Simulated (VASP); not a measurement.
# Mg (Fd-3m) in VASP: further runs

Mg is run at these levels: revPBE; tasks: single point.

All numbers are computed with VASP 6.6.1; they aren't measurements. Logs are shortened: lines on timing, memory, paths and dates and some standing lists are left out, and cuts for length are marked.

### 1 The cell of the first run

It takes space group Fd-3m (No. 227, cubic). The conventional cell has a = 6.853 Å, b = 6.853 Å, c = 6.853 Å, α = 90.00°, β = 90.00°, γ = 90.00°. Within 3.9 Å of Mg (site symmetry -43m) lie 4 Mg at 2.97 Å.

### 2 Single point, revPBE (volume scaled by 0.96)

INCAR reads:

```
SYSTEM = Mg
PREC = Accurate
ENCUT = 520
EDIFF = 1E-6
ISMEAR = -1
SIGMA = 0.1
LREAL = .FALSE.
LASPH = .TRUE.
NELM = 100
ALGO = Normal
ISIF = 2
LWAVE = .FALSE.
LCHARG = .FALSE.
GGA = RE
NBANDS = 9
```

KPOINTS reads:

```
Automatic mesh
0
G
  9 9 9
  0 0 0
```

POSCAR reads:

```
Mg
1.0
    0.0000000000      3.4265222117      3.4265222117
    3.4265222117      0.0000000000      3.4265222117
    3.4265222117      3.4265222117      0.0000000000
Mg
2
Direct
    0.1250000000      0.1250000000      0.1250000000
    0.8750000000      0.8750000000      0.8750000000
```

Potentials or basis: VASP PAW PBE potentials, release 64 (Mg).

Run with:

```
> cat potpaw_PBE.64/Mg/POTCAR > POTCAR
> mpirun -np 1 vasp_std > vasp.out
```

OUTCAR:

```text
SYSTEM = Mg
   PREC = Accurate
   ENCUT = 520
   EDIFF = 1E-6
   ISMEAR = -1
   LREAL = .FALSE.
   LASPH = .TRUE.
   NELM = 100
   ISIF = 2
   GGA = RE

 ion  position               nearest neighbor table
   1  0.125  0.125  0.125-   2 2.97   2 2.97   2 2.97   2 2.97
   2  0.875  0.875  0.875-   1 2.97   1 2.97   1 2.97   1 2.97

  LATTYP: Found a face centered cubic cell.
 ALAT       =     6.8530444234

  Lattice vectors:

 A1 = (   0.0000000000,   3.4265222117,   3.4265222117)
 A2 = (   3.4265222117,   0.0000000000,   3.4265222117)
 A3 = (   3.4265222117,   3.4265222117,   0.0000000000)

Analysis of symmetry for initial positions (statically):
=====================================================================
 Subroutine PRICEL returns:
 Original cell was already a primitive cell.

 Routine SETGRP: Setting up the symmetry group for a
 face centered cubic supercell.

 Subroutine GETGRP returns: Found 48 space group operations
 (whereof 12 operations were pure point group operations)
 out of a pool of 48 trial point group operations.

The static configuration has the point symmetry D_3d.
 The point group associated with its full space group is O_h .

Analysis of symmetry for dynamics (positions and initial velocities):
=====================================================================
 Subroutine PRICEL returns:
 Original cell was already a primitive cell.

 Routine SETGRP: Setting up the symmetry group for a
 face centered cubic supercell.

 Subroutine GETGRP returns: Found 48 space group operations
 (whereof 12 operations were pure point group operations)
 out of a pool of 48 trial point group operations.

The dynamic configuration has the point symmetry D_3d.
 The point group associated with its full space group is O_h .

 Subroutine INISYM returns: Found 48 space group operations
 (whereof 12 operations are pure point group operations),
 and found     1 'primitive' translations

----------------------------------------------------------------------------------------

                                     Primitive cell

  volume of cell :      80.4620

  direct lattice vectors                    reciprocal lattice vectors
     0.000000000  3.426522212  3.426522212    -0.145920548  0.145920548  0.145920548
     3.426522212  0.000000000  3.426522212     0.145920548 -0.145920548  0.145920548
     3.426522212  3.426522212  0.000000000     0.145920548  0.145920548 -0.145920548

  length of vectors
     4.845834184  4.845834184  4.845834184     0.252741804  0.252741804  0.252741804

  position of ions in fractional coordinates (direct lattice)
     0.125000000  0.125000000  0.125000000
     0.875000000  0.875000000  0.875000000

  ion indices of the primitive-cell ions
   primitive index   ion index
                 1           1
                 2           2

----------------------------------------------------------------------------------------

 KPOINTS: Automatic mesh

Automatic generation of k-mesh.
 Grid dimensions read from file:
 generate k-points for:    9    9    9

 Generating k-lattice:

  Cartesian coordinates                     Fractional coordinates (reciprocal lattice)
    -0.016213394  0.016213394  0.016213394     0.111111111  0.000000000  0.000000000
     0.016213394 -0.016213394  0.016213394     0.000000000  0.111111111  0.000000000
     0.016213394  0.016213394 -0.016213394     0.000000000  0.000000000  0.111111111

  Length of vectors
     0.028082423  0.028082423  0.028082423

  Shift w.r.t. Gamma in fractional coordinates (k-lattice)
     0.000000000  0.000000000  0.000000000

 Subroutine IBZKPT returns following result:
 ===========================================

 Found     35 irreducible k-points:

 Following reciprocal coordinates:
            Coordinates               Weight
  0.000000  0.000000  0.000000      1.000000
  0.111111  0.000000  0.000000      8.000000
  0.222222  0.000000  0.000000      8.000000
  0.333333  0.000000  0.000000      8.000000
  0.444444  0.000000  0.000000      8.000000
  0.111111  0.111111  0.000000      6.000000
[... 16 lines left out ...]
 -0.333333  0.333333  0.000000     12.000000
  0.444444  0.444444  0.000000      6.000000
 [... further k-points ...]
   k-points           NKPTS =     35   k-points in BZ     NKDIM =     35   number of bands    NBANDS=      9
   number of dos      NEDOS =    301   number of ions     NIONS =      2
   total plane-waves  NPLWV =  46656
   dimension x,y,z NGX =    36 NGY =   36 NGZ =   36
   dimension x,y,z NGXF=    72 NGYF=   72 NGZF=   72
   ions per type =               2
   NGX,Y,Z   is equivalent  to a cutoff of  12.35, 12.35, 12.35 a.u.
   NGXF,Y,Z  is equivalent  to a cutoff of  24.70, 24.70, 24.70 a.u.
 SYSTEM =  Mg
   PREC   = accura    normal or accurate (medium, high low for compatibility)
   ISTART =      0    job   : 0-new  1-cont  2-samecut
   ICHARG =      2    charge: 1-file 2-atom 10-const
   ISPIN  =      1    spin polarized calculation?
   LNONCOLLINEAR =      F non collinear calculations
   LSORBIT =      F    spin-orbit coupling
   LASPH  =      T    aspherical Exc in radial PAW
   ENCUT  =  520.0 eV  38.22 Ry    6.18 a.u.   9.01  9.01  9.01*2*pi/ulx,y,z
   NELM   =    100;   NELMIN=  2; NELMDL= -5     # of ELM steps
   EDIFF  = 0.1E-05   stopping-criterion for ELM
   LREAL  =      F    real-space projection
   EDIFFG = 0.1E-04   stopping-criterion for IOM
   NSW    =      0    number of steps for IOM
   IBRION =     -1    ionic relax: 0-MD 1-quasi-New 2-CG
   NFREE  =      0    steps in history (QN), initial steepest desc. (CG)
   ISIF   =      2    stress and relaxation
   ISYM   =      2    0-nonsym 1-usesym 2-fastsym
   POTIM  = 0.5000    time-step for ionic-motion
   TEBEG  =    0.0;   TEEND  =   0.0 temperature during run
   PSTRESS=    0.0 pullay stress
   NELECT =       4.0000    total number of electrons
   NUPDOWN=      -1.0000    fix difference up-down
   EMIN   =  10.00;   EMAX   =-10.00  energy-range for DOS
   EFERMI =   0.00;   METHOD = LEGACY
   ISMEAR =    -1;   SIGMA  =   0.10  broadening in eV -4-tet -1-fermi 0-gaus
   EFERMI_NEDOS =   21; number of points for ismear=-14 and -15
   IALGO  =     38    algorithm
   IMIX   =      4    mixing-type and parameters
     AMIX     =   0.40;   BMIX     =  1.00
     AMIX_MAG =   1.60;   BMIX_MAG =  1.00
  volume/ion in A,a.u.               =      40.23       271.49
  Fermi-wavevector in a.u.,A,eV,Ry     =   0.601956  1.137532  4.930082  0.362351
  Thomas-Fermi vector in A             =   1.654384
   LORBIT       =      0    0 simple, 1 ext, 2 COOP (PROOUT), +10 PAW based schemes
   GGA     = RE    functional components
   LHFCALC =     F    Hartree Fock is set to
   AEXX    =    0.0000 exact exchange contribution
   IVDW    =     0    specifies the selected vdW correction
   LEPSILON=     F    determine dielectric tensor
   LRPA    =     F    only Hartree local field effects (RPA)
 non-spin polarized calculation
  energy-cutoff  :      520.00
  volume of cell :       80.46
 maximum number of plane-waves:      2185
   NGX = 17   NGY = 17   NGZ = 17

 number of electron       4.0000000 magnetization

 Free energy of the ion-electron system (eV)
  ---------------------------------------------------
  ext. energy  EPLUGINS =         0.00000000
  ---------------------------------------------------
  free energy    TOTEN  =        -1.21126436 eV

  energy without entropy =       -1.17084901  energy(sigma->0) =       -1.19105668

 E-fermi :   0.1731     XC(G=0):  -6.6247

 val. band max:        0.1474598659   @ k =   0.3333   0.3333   0.0000
 cond. band min:       0.3235480234   @ k =  -0.4444   0.3333   0.1111
 fundamental gap:      0.1760881575
 Fermi energy:         0.1730787376

 k-point     1 :       0.0000    0.0000    0.0000
  band No.  band energies     occupation
      1      -4.7593      2.00000
      2       3.3658      0.00000
      3       3.3658      0.00000
      4       3.3658      0.00000
      5       4.4250      0.00000
      6       4.4250      0.00000
      7       4.4250      0.00000
      8       6.0390      0.00000
      9       6.9964      0.00000

 k-point     2 :       0.1111    0.0000    0.0000
  band No.  band energies     occupation
      1      -4.6479      2.00000
      2       2.3375      0.00000
      3       3.1451      0.00000
      4       3.1451      0.00000
      5       4.5808      0.00000
      6       4.7324      0.00000
      7       4.7324      0.00000
      8       6.5969      0.00000
      9       6.8633      0.00000

 k-point     3 :       0.2222    0.0000    0.0000
  band No.  band energies     occupation
      1      -4.3176      2.00000
      2       0.8646      0.00198
      3       2.8291      0.00000
      4       2.8291      0.00000
      5       4.3811      0.00000
      6       5.0132      0.00000
      7       5.0132      0.00000
      8       6.7213      0.00000
      9       6.7213      0.00000

 k-point     4 :       0.3333    0.0000    0.0000
  band No.  band energies     occupation
      1      -3.7878      2.00000
      2      -0.4837      1.99719
      3       2.6131      0.00000
      4       2.6131      0.00000
      5       4.1759      0.00000
      6       4.7867      0.00000
      7       4.7867      0.00000
      8       6.8794      0.00000
      9       7.5378      0.00000
[... 205 lines left out ...]
 k-point    22 :      -0.4444    0.3333    0.0000
  band No.  band energies     occupation
      1      -2.2918      2.00000
      2      -1.2674      2.00000
      3      -0.0015      1.70288
      4       1.4270      0.00001
      5       2.9655      0.00000
      6       4.8602      0.00000
      7       7.3892      0.00000
      8       7.8857      0.00000
      9       8.7065      0.00000

 k-point    23 :      -0.3333    0.3333    0.0000
  band No.  band energies     occupation
      1      -2.3843      2.00000
      2      -1.1681      2.00000
      3      -0.2916      1.98099
      4       1.7015      0.00000
      5       3.2711      0.00000
      6       6.2655      0.00000
      7       7.0439      0.00000
      8       7.2158      0.00000
      9       7.6760      0.00000

 k-point    24 :       0.4444    0.4444    0.0000
  band No.  band energies     occupation
      1      -2.4424      2.00000
      2      -1.2200      2.00000
      3       1.1744      0.00009
      4       1.1744      0.00009
      5       2.6027      0.00000
      6       2.7541      0.00000
      7       9.2205      0.00000
      8       9.2205      0.00000
      9       9.7495      0.00000

 [... further k-points ...]

------------------------ aborting loop because EDIFF is reached ----------------------------------------

  FORCE on cell =-STRESS in cart. coord.  units (eV):
  Direction    XX          YY          ZZ          XY          YZ          ZX
  --------------------------------------------------------------------------------------
  -------------------------------------------------------------------------------------
  Total        0.2066370      0.2066370      0.2066370      0.0000000      0.0000000      0.0000000
  in kB        4.1146045      4.1146045      4.1146045      0.0000000      0.0000000      0.0000000
  external PRESSURE =       4.1146045 kB  Pullay stress =       0.0000000 kB

 VOLUME and BASIS-vectors are now :
 -----------------------------------------------------------------------------
  energy-cutoff  :      520.00
  volume of cell :       80.46
      direct lattice vectors                 reciprocal lattice vectors
     0.000000000  3.426522212  3.426522212    -0.145920548  0.145920548  0.145920548
     3.426522212  0.000000000  3.426522212     0.145920548 -0.145920548  0.145920548
     3.426522212  3.426522212  0.000000000     0.145920548  0.145920548 -0.145920548

 POSITION                                       TOTAL-FORCE (eV/Angst)
 -----------------------------------------------------------------------------------
      0.85663      0.85663      0.85663        -0.000000     -0.000000     -0.000000
      5.99641      5.99641      5.99641         0.000000      0.000000      0.000000
 -----------------------------------------------------------------------------------
    total drift:                               -0.000000      0.000000      0.000000

  FREE ENERGIE OF THE ION-ELECTRON SYSTEM (eV)
  ---------------------------------------------------
  free  energy   TOTEN  =        -1.2112643567 eV

  energy  without entropy=       -1.1708490077  energy(sigma->0) =       -1.19105668
```

Wall time 39 s (1 thread of AMD EPYC 7R13, shared host); peak memory 0.17 GiB.

What came out:

* Free energy: -1.2113 eV
* Pressure: 0.4 GPa
* Band gap on the k mesh: zero (band 2 reaches 3.37 eV, above the bottom of band 3 at -0.29 eV)

Levels at points of the mesh, in eV from the Fermi level:
| k point | band 1 | band 2 | band 3 | band 4 | band 5 | band 6 | band 7 |
| --- | --- | --- | --- | --- | --- | --- | --- |
| (0.00, 0.00, 0.00) | -4.93 | 3.19 | 3.19 | 3.19 | 4.25 | 4.25 | 4.25 |

Caveat: the PAW data sets were made with another functional, which shifts forces and pressure a little.

(Part 1 of 2 ends here.)
